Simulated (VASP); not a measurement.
# MoS2 (P6_3/mmc) in VASP: further runs

Runs on MoS2. Level: PBE. Tasks: single point.

Program: VASP 6.6.1. These are calculated values, not measurements. Logs are shortened: lines on timing, memory, paths and dates and some standing lists are left out, and cuts for length are marked.

## Step 1: The cell of the first run

The structure is hexagonal, space group P6_3/mmc (No. 194). Conventional cell: a = 3.169 Å, b = 3.169 Å, c = 12.324 Å, α = 90.00°, β = 90.00°, γ = 120.00°. Mo (site symmetry -6m2) has 6 S at 2.41 Å and 6 Mo at 3.17 Å within 3.2 Å. S (site symmetry 3m) has 3 Mo at 2.41 Å and 7 S at 3.13 to 3.17 Å within 3.2 Å.

## Step 2: Single point, PBE

Input file INCAR:

```
PREC = Accurate
ENCUT = 520
EDIFF = 1E-6
ISMEAR = 0
SIGMA = 0.15
LREAL = F
LASPH = T
NELM = 100
ALGO = Normal
ISIF = 2
LWAVE = F
LCHARG = F
GGA = PE
NBANDS = 35
```

Input file KPOINTS:

```
Automatic mesh
0
Gamma
  3 3 1
```

Input file POSCAR:

```
MoS2
1.0
    3.1690000000      0.0000000000      0.0000000000
   -1.5845000000      2.7444350000      0.0000000000
    0.0000000000      0.0000000000     12.3240000000
Mo S
2 4
Direct
    0.3333333333      0.6666666667      0.2500000000
    0.6666666667      0.3333333333      0.7500000000
    0.3333333333      0.6666666667      0.6230000000
    0.6666666667      0.3333333333      0.1230000000
    0.3333333333      0.6666666667      0.8770000000
    0.6666666667      0.3333333333      0.3770000000
```

Potentials or basis: VASP PAW PBE potentials, release 64 (Mo_sv, S).

The run is started by

```console
> cat potpaw_PBE.64/Mo_sv/POTCAR potpaw_PBE.64/S/POTCAR > POTCAR
> mpirun -np 1 vasp_std > vasp.out
```

OUTCAR:

```text
PREC = Accurate
   ENCUT = 520
   EDIFF = 1E-6
   ISMEAR = 0
   LREAL = F
   LASPH = T
   NELM = 100
   ISIF = 2
   GGA = PE

 ion  position               nearest neighbor table
   1  0.333  0.667  0.250-   4 2.41   6 2.41   4 2.41   6 2.41   4 2.41   6 2.41
   2  0.667  0.333  0.750-   3 2.41   5 2.41   3 2.41   5 2.41   3 2.41   5 2.41
   3  0.333  0.667  0.623-   2 2.41   2 2.41   2 2.41
   4  0.667  0.333  0.123-   1 2.41   1 2.41   1 2.41
   5  0.333  0.667  0.877-   2 2.41   2 2.41   2 2.41
   6  0.667  0.333  0.377-   1 2.41   1 2.41   1 2.41

  LATTYP: Found a hexagonal cell.
 ALAT       =     3.1690000000
 C/A-ratio  =     3.8889239508

  Lattice vectors:

 A1 = (   3.1690000000,   0.0000000000,   0.0000000000)
 A2 = (  -1.5845000000,   2.7444350000,   0.0000000000)
 A3 = (   0.0000000000,   0.0000000000,  12.3240000000)

Analysis of symmetry for initial positions (statically):
=====================================================================
 Subroutine PRICEL returns:
 Original cell was already a primitive cell.

 Routine SETGRP: Setting up the symmetry group for a
 hexagonal supercell.

 Subroutine GETGRP returns: Found 24 space group operations
 (whereof 12 operations were pure point group operations)
 out of a pool of 24 trial point group operations.

The static configuration has the point symmetry D_3d.
 The point group associated with its full space group is D_6h.

Analysis of symmetry for dynamics (positions and initial velocities):
=====================================================================
 Subroutine PRICEL returns:
 Original cell was already a primitive cell.

 Routine SETGRP: Setting up the symmetry group for a
 hexagonal supercell.

 Subroutine GETGRP returns: Found 24 space group operations
 (whereof 12 operations were pure point group operations)
 out of a pool of 24 trial point group operations.

The dynamic configuration has the point symmetry D_3d.
 The point group associated with its full space group is D_6h.

 Subroutine INISYM returns: Found 24 space group operations
 (whereof 12 operations are pure point group operations),
 and found     1 'primitive' translations

----------------------------------------------------------------------------------------

                                     Primitive cell

  volume of cell :     107.1832

[... 75 lines left out ...]
   LREAL  =      F    real-space projection
   EDIFFG = 0.1E-04   stopping-criterion for IOM
   NSW    =      0    number of steps for IOM
   IBRION =     -1    ionic relax: 0-MD 1-quasi-New 2-CG
   NFREE  =      0    steps in history (QN), initial steepest desc. (CG)
   ISIF   =      2    stress and relaxation
   ISYM   =      2    0-nonsym 1-usesym 2-fastsym
   POTIM  = 0.5000    time-step for ionic-motion
   TEBEG  =    0.0;   TEEND  =   0.0 temperature during run
   PSTRESS=    0.0 pullay stress
   NELECT =      52.0000    total number of electrons
   NUPDOWN=      -1.0000    fix difference up-down
   EMIN   =  10.00;   EMAX   =-10.00  energy-range for DOS
   EFERMI =   0.00;   METHOD = LEGACY
   ISMEAR =     0;   SIGMA  =   0.15  broadening in eV -4-tet -1-fermi 0-gaus
   EFERMI_NEDOS =   21; number of points for ismear=-14 and -15
   IALGO  =     38    algorithm
   IMIX   =      4    mixing-type and parameters
     AMIX     =   0.40;   BMIX     =  1.00
     AMIX_MAG =   1.60;   BMIX_MAG =  1.00
  volume/ion in A,a.u.               =      17.86       120.55
  Fermi-wavevector in a.u.,A,eV,Ry     =   1.286373  2.430893 22.514323  1.654756
  Thomas-Fermi vector in A             =   2.418452
   LORBIT       =      0    0 simple, 1 ext, 2 COOP (PROOUT), +10 PAW based schemes
   GGA     = PE    functional components
   LHFCALC =     F    Hartree Fock is set to
   AEXX    =    0.0000 exact exchange contribution
   IVDW    =     0    specifies the selected vdW correction
   LEPSILON=     F    determine dielectric tensor
   LRPA    =     F    only Hartree local field effects (RPA)
 non-spin polarized calculation
 Gauss-broadening in eV      SIGMA  =   0.15
  energy-cutoff  :      520.00
  volume of cell :      107.18
 maximum number of plane-waves:      2892
 NGX is ok and might be reduce to    24
   NGX = 11   NGY = 11   NGZ = 45

 number of electron      51.9999997 magnetization

 Free energy of the ion-electron system (eV)
  ---------------------------------------------------
  ext. energy  EPLUGINS =         0.00000000
  ---------------------------------------------------
  free energy    TOTEN  =       -43.59406395 eV

  energy without entropy =      -43.59406391  energy(sigma->0) =      -43.59406393

 E-fermi :   8.0369     XC(G=0): -10.8209

 val. band max:        7.4952928005   @ k =   0.0000   0.0000   0.0000
 cond. band min:       8.6056981405   @ k =   0.3333   0.3333   0.0000
 fundamental gap:      1.1104053400
 Fermi energy:         8.0369171504

 k-point     1 :       0.0000    0.0000    0.0000
  band No.  band energies     occupation
      1     -53.9033      2.00000
      2     -53.9033      2.00000
      3     -28.1125      2.00000
      4     -28.1124      2.00000
      5     -27.8130      2.00000
      6     -27.8130      2.00000
[... 103 lines left out ...]
     34      11.7791      0.00000
     35      13.3227      0.00000

------------------------ aborting loop because EDIFF is reached ----------------------------------------

  FORCE on cell =-STRESS in cart. coord.  units (eV):
  Direction    XX          YY          ZZ          XY          YZ          ZX
  --------------------------------------------------------------------------------------
  -------------------------------------------------------------------------------------
  Total        1.3541838      1.3541843      1.1317785      0.0000000     -0.0000000      0.0000000
  in kB       20.2423687     20.2423760     16.9178485      0.0000000     -0.0000000      0.0000000
  external PRESSURE =      19.1341977 kB  Pullay stress =       0.0000000 kB

 VOLUME and BASIS-vectors are now :
 -----------------------------------------------------------------------------
  energy-cutoff  :      520.00
  volume of cell :      107.18
      direct lattice vectors                 reciprocal lattice vectors
     3.169000000  0.000000000  0.000000000     0.315556958  0.182186862  0.000000000
    -1.584500000  2.744435000  0.000000000     0.000000000  0.364373724  0.000000000
     0.000000000  0.000000000 12.324000000     0.000000000  0.000000000  0.081142486

 POSITION                                       TOTAL-FORCE (eV/Angst)
 -----------------------------------------------------------------------------------
     -0.00000      1.82962      3.08100        -0.000000     -0.000000      0.000000
      1.58450      0.91481      9.24300         0.000000      0.000000      0.000000
     -0.00000      1.82962      7.67785         0.000000     -0.000000      0.299892
      1.58450      0.91481      1.51585        -0.000000     -0.000000      0.299892
     -0.00000      1.82962     10.80815        -0.000000      0.000000     -0.299892
      1.58450      0.91481      4.64615        -0.000000      0.000000     -0.299892
 -----------------------------------------------------------------------------------
    total drift:                                0.000000     -0.000000      0.000000

  FREE ENERGIE OF THE ION-ELECTRON SYSTEM (eV)
  ---------------------------------------------------
  free  energy   TOTEN  =       -43.5940639507 eV

  energy  without entropy=      -43.5940639088  energy(sigma->0) =      -43.59406393
```

stdout:

```text
POSCAR found type information on POSCAR MoS
 POSCAR found :  2 types and       6 ions
 scaLAPACK will be used
 LDA part: xc-table for (Slater+PW92), standard interpolation
 POSCAR, INCAR and KPOINTS ok, starting setup
 FFT: planning ... GRIDC
 FFT: planning ... GRID_SOFT
 FFT: planning ... GRID
 WAVECAR not read
 entering main loop
```

It took 24 s on 1 thread of Intel Xeon 8259CL, shared host; peak memory 0.22 GiB.

Results:

- Free energy: -43.5941 eV
- Pressure: 1.9 GPa
- Largest force: 0.300 eV/Å
- Band gap on the k mesh: 1.11 eV (least direct gap 1.63 eV)

Forces in eV/Å, atoms in the order of the input:
```
Mo   0.000  0.000  0.000
Mo   0.000  0.000  0.000
S    0.000  0.000  0.300
S    0.000  0.000  0.300
S    0.000  0.000 -0.300
S    0.000  0.000 -0.300
```

Stress tensor (GPa, compression positive):
```
2.02 0.00 0.00
0.00 2.02 0.00
0.00 0.00 1.69
```

Caveat: the k points lie up to 0.76 Å⁻¹ apart; an odd mesh through Γ misses points on the zone boundary, where band edges can lie; this functional lacks dispersion, which binds the layers, so the pressure and a relaxed spacing across them are unreliable. PBE gaps usually lie below the measured ones, often by a third to a half.

## Step 3: Single point, PBE

Input file INCAR:

```
SYSTEM = MoS2
PREC = Accurate
ENCUT = 520
EDIFF = 1E-7
ISMEAR = 0
SIGMA = 0.15
LREAL = .FALSE.
LASPH = .TRUE.
NELM = 100
ALGO = Normal
ISIF = 2
LWAVE = .FALSE.
LCHARG = .FALSE.
GGA = PE
NBANDS = 35
```

Input file KPOINTS:

```
Automatic mesh
0
G
  4 4 1
  0 0 0
```

POSCAR is that of step 2.

Potentials or basis: VASP PAW PBE potentials, release 64 (Mo_sv, S).

The run is started by

```console
> cat potpaw_PBE.64/Mo_sv/POTCAR potpaw_PBE.64/S/POTCAR > POTCAR
> mpirun -np 1 vasp_std > vasp.out
```

Wall time 33 s (1 thread of Intel Xeon 8259CL, shared host); peak memory 0.22 GiB.

It converged, with:

| Item | Value |
| --- | --- |
| Free energy | -43.6949 eV |
| Pressure | 1.6 GPa |
| Largest force | 0.136 eV/Å |
| Band gap on the k mesh | 1.22 eV (least direct gap 2.11 eV) |

Forces on the atoms (eV/Å):
```
Mo   0.000  0.000  0.000
Mo   0.000  0.000  0.000
S    0.000  0.000  0.136
S    0.000  0.000  0.136
S    0.000  0.000 -0.136
S    0.000  0.000 -0.136
```

Stress tensor (GPa, compression positive):
```
1.29 0.00 0.00
0.00 1.29 0.00
0.00 0.00 2.26
```

Levels at points of the mesh, in eV from the valence-band top:
| k point | band 24 | band 25 | band 26 | band 27 | band 28 | band 29 |
| --- | --- | --- | --- | --- | --- | --- |
| (0.00, 0.00, 0.00) | -1.19 | -1.13 | 0.00 | 2.11 | 2.11 | 2.14 |
| (0.50, 0.00, 0.00) | -1.53 | -1.39 | -1.27 | 1.62 | 1.66 | 2.02 |

Caveat: the k points lie up to 0.57 Å⁻¹ apart; an odd mesh through Γ misses points on the zone boundary, where band edges can lie; this functional lacks dispersion, which binds the layers, so the pressure and a relaxed spacing across them are unreliable.

## Step 4: Single point, PBE

Input file INCAR:

```
  PREC = Accurate
  ENCUT = 520
  EDIFF = 1E-6
  ISMEAR = 0
  SIGMA = 0.15
  LREAL = False
  LASPH = True
  NELM = 80
  ALGO = Normal
  ISIF = 2
  LWAVE = False
  LCHARG = True
  GGA = PE
  LELF = True
  LVHAR = True
  NBANDS = 35
```

Input file KPOINTS:

```
Automatic mesh
0
Gamma
  5 5 2
```

POSCAR is that of step 3.

The run is started by

```console
> cat potpaw_PBE.64/Mo_sv/POTCAR potpaw_PBE.64/S/POTCAR > POTCAR
> mpirun -np 1 vasp_std > vasp.out
```

Wall time 52 s (1 thread of Intel Xeon 8259CL, shared host); peak memory 0.23 GiB.

The run converged. Its results:

```
Free energy            : -43.6147 eV
Pressure               : 1.9 GPa
Largest force          : 0.071 eV/Å
Band gap on the k mesh : 0.94 eV (least direct gap 2.11 eV)
```

Forces in eV/Å, atoms in the order of the input:
```
Mo   0.000  0.000  0.000
Mo   0.000  0.000  0.000
S    0.000  0.000  0.071
S    0.000  0.000  0.071
S    0.000  0.000 -0.071
S    0.000  0.000 -0.071
```

Stress tensor (GPa, compression positive):
```
1.72 0.00 0.00
0.00 1.72 0.00
0.00 0.00 2.12
```

Levels at points of the mesh, in eV from the valence-band top:
```csv
k point,band 23,band 24,band 25,band 26,band 27,band 28,band 29,band 30
"(0.00, 0.00, 0.00)",-2.12,-1.18,-1.14,0.00,2.11,2.11,2.14,2.14
"(0.00, 0.00, 0.50)",-2.14,-2.14,-0.26,-0.26,2.12,2.12,2.12,2.12
```

Caveat: the k points lie up to 0.46 Å⁻¹ apart; an odd mesh through Γ misses points on the zone boundary, where band edges can lie; this functional lacks dispersion, which binds the layers, so the pressure and a relaxed spacing across them are unreliable.

## Step 5: Single point, PBE

Input file INCAR:

```
SYSTEM = MoS2
PREC = Accurate
ENCUT = 520
EDIFF = 1E-6
ISMEAR = 0
SIGMA = 0.15
LREAL = .False.
LASPH = .True.
NELM = 100
ALGO = Normal
ISIF = 2
LWAVE = .False.
LCHARG = .False.
GGA = PE
NBANDS = 35
```

Input file KPOINTS:

```
Automatic mesh
0
Gamma
  7 7 2
  0 0 0
```

POSCAR is that of step 4.

The run is started by

```console
> cat potpaw_PBE.64/Mo_sv/POTCAR potpaw_PBE.64/S/POTCAR > POTCAR
> mpirun -np 1 vasp_std > vasp.out
```

Wall time 70 s (1 thread of Intel Xeon 8259CL, shared host); peak memory 0.24 GiB.

The run converged. Its results:

```
Free energy            : -43.6150 eV
Pressure               : 1.8 GPa
Largest force          : 0.078 eV/Å
Band gap on the k mesh : 1.00 eV (least direct gap 2.05 eV)
```

Forces on the atoms (eV/Å):
```
Mo   0.000  0.000  0.000
Mo   0.000  0.000  0.000
S    0.000  0.000  0.078
S    0.000  0.000  0.078
S    0.000  0.000 -0.078
S    0.000  0.000 -0.078
```

Stress tensor (GPa, compression positive):
```
1.73 0.00 0.00
0.00 1.73 0.00
0.00 0.00 2.08
```

Levels at points of the mesh, in eV from the valence-band top:
```
           k point  band 23  band 24  band 25  band 26  band 27  band 28  band 29  band 30
(0.00, 0.00, 0.00)    -2.12    -1.18    -1.14     0.00     2.11     2.11     2.14     2.14
(0.00, 0.00, 0.50)    -2.14    -2.14    -0.26    -0.26     2.11     2.11     2.11     2.11
```

Caveat: an odd mesh through Γ misses points on the zone boundary, where band edges can lie; this functional lacks dispersion, which binds the layers, so the pressure and a relaxed spacing across them are unreliable.

## Step 6: Overview

| k mesh | gap on the mesh (eV) | pressure (GPa) | largest force (eV/Å) |
| --- | --- | --- | --- |
| 3 × 3 × 1 | 1.11 | 1.9 | 0.30 |
| 4 × 4 × 1 | 1.22 | 1.6 | 0.14 |
| 5 × 5 × 2 | 0.94 | 1.9 | 0.07 |
| 7 × 7 × 2 | 1.00 | 1.8 | 0.08 |

Alike in all rows: task single point; level PBE; potentials or basis VASP PAW PBE potentials, release 64 (Mo_sv, S); no spin polarisation; cell as given; cutoff (eV) 520; smearing gaussian 0.15 eV.

Caveats: some runs use coarse meshes; an odd mesh through Γ misses points on the zone boundary, where band edges can lie; this functional lacks dispersion, which binds the layers, so the pressure and a relaxed spacing across them are unreliable.

Total energies depend on the potentials used, so only differences within one code and one set of settings carry meaning.
